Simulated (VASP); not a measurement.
A run of VASP 6.6.1:

INCAR

```
SYSTEM = MoS2
PREC = Accurate
ENCUT = 520
EDIFF = 1E-6
ISMEAR = -1
SIGMA = 0.05
LREAL = .FALSE.
LASPH = .TRUE.
NELM = 150
ALGO = Normal
ISIF = 2
LWAVE = .FALSE.
LCHARG = .FALSE.
LMAXMIX = 4
LDAU = .TRUE.
LDAUTYPE = 2
LDAUL = 2 -1
LDAUU = 5 0
LDAUJ = 0 0
LDAUPRINT = 1
GGA = CA
NBANDS = 35
```

KPOINTS

```
regular mesh
0
G
  10 10 2
  0 0 0
```

Contents of POSCAR:

```
MoS2
1.0
    3.1227963410      0.0000000000      0.0000000000
   -1.5613981705      2.7044209621      0.0000000000
    0.0000000000      0.0000000000     21.3415714698
Mo S
2 4
Direct
    0.3333333333      0.6666666667      0.8590703963
    0.6666666667      0.3333333333      0.1409296037
    0.6666666667      0.3333333333      0.7864411845
    0.3333333333      0.6666666667      0.0681595716
    0.6666666667      0.3333333333      0.9318404284
    0.3333333333      0.6666666667      0.2135588155
```

Potentials or basis: VASP PAW LDA potentials, release 64 (Mo_sv, S).

Launch:

```console
$ cat potpaw_LDA.64/Mo_sv/POTCAR potpaw_LDA.64/S/POTCAR > POTCAR
$ mpirun -np 1 vasp_std > vasp.out
```

Hardware: 1 thread of Oxide Virtual Turin-like Processor, on a shared host.

How long does it take, and how much memory?

Wall time 2.3 min on 1 thread of Oxide Virtual Turin-like Processor, with other jobs on the host, peak memory 0.28 GiB. Counts: scf iterations 22, k points 28.
